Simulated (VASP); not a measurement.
Write the native input for VASP 6.6.1 that does the following.

```
Task                   : single point
Functional             : PBE
Potentials or basis    : VASP PAW PBE potentials, release 64 (Fe, O)
Cutoff                 : 520 eV
k mesh                 : 12 × 12 × 12
Occupations            : fermi-dirac, width 0.0612256 eV
Spin                   : no spin polarisation
Dipole correction      : no
Further INCAR settings : ALGO = Normal; EDIFF = 1e-06; NBANDS = 45
```

The structure of Fe2O3 lies in POSCAR:

```
Fe2O3
1.0
    4.4654755615      0.0000000000      0.0000000000
    0.0000000000      4.4654755615      0.0000000000
    0.0000000000      0.0000000000      4.4654755615
Fe O
4 6
Direct
    0.2500000000      0.2500000000      0.2500000000
    0.7500000000      0.7500000000      0.2500000000
    0.7500000000      0.2500000000      0.7500000000
    0.2500000000      0.7500000000      0.7500000000
    0.5000000000      0.0000000000      0.0000000000
    0.0000000000      0.5000000000      0.0000000000
    0.0000000000      0.0000000000      0.5000000000
    0.5000000000      0.5000000000      0.0000000000
    0.5000000000      0.0000000000      0.5000000000
    0.0000000000      0.5000000000      0.5000000000
```

The input as run:

INCAR

```
SYSTEM = Fe2O3
PREC = Accurate
ENCUT = 520
EDIFF = 1E-6
ISMEAR = -1
SIGMA = 0.06122561905347299
LREAL = .FALSE.
LASPH = .TRUE.
NELM = 60
ALGO = Normal
ISIF = 2
LWAVE = .FALSE.
LCHARG = .FALSE.
GGA = PE
NBANDS = 45
```

KPOINTS

```
Automatic mesh
0
G
  12 12 12
  0 0 0
```

Potentials or basis: VASP PAW PBE potentials, release 64 (Fe, O).

The run is started by

```sh
$ cat potpaw_PBE.64/Fe/POTCAR potpaw_PBE.64/O/POTCAR > POTCAR
$ mpirun -np 1 vasp_std > vasp.out
```

It gave:

```json
{"Pressure": "6.8 GPa", "Band gap on the k mesh": "zero (band 34 reaches 5.52 eV, above the bottom of band 35 at 5.16 eV)"}
```

Caveat: the run has no spin polarisation, though such a crystal can be magnetic; semilocal functionals often make such compounds metallic where correlation or magnetic order opens a gap, which also shifts bond lengths.

It took 7.8 min on 1 thread of Oxide Virtual Turin-like Processor, with other jobs on the host, peak memory 0.33 GiB.
